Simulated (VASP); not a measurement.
A run of VASP 6.6.1 is set up as follows.

File INCAR:

```
SYSTEM = RbBr
PREC = Accurate
ENCUT = 520
EDIFF = 1E-7
ISMEAR = 0
SIGMA = 0.01
LREAL = .FALSE.
LASPH = .TRUE.
NELM = 100
ALGO = Normal
ISIF = 2
LWAVE = .FALSE.
LCHARG = .FALSE.
GGA = PE
NBANDS = 15
```

File KPOINTS:

```
Automatic mesh
0
G
  6 6 6
  0 0 0
```

Contents of POSCAR:

```
RbBr
1.0
    0.0000000000      3.3330619075      3.3330619075
    3.3330619075      0.0000000000      3.3330619075
    3.3330619075      3.3330619075      0.0000000000
Rb Br
1 1
Direct
    0.0000000000      0.0000000000      0.0000000000
    0.5000000000      0.5000000000      0.5000000000
```

Potentials or basis: VASP PAW PBE potentials, release 64 (Rb_sv, Br).

The run is started by

```sh
$ cat potpaw_PBE.64/Rb_sv/POTCAR potpaw_PBE.64/Br/POTCAR > POTCAR
$ mpirun -np 1 vasp_std > vasp.out
```

(1) Predict the pressure.

(2) Estimate the band gap on the k mesh.

Results:

(1) 2.7 GPa.

(2) 4.58 eV, direct.
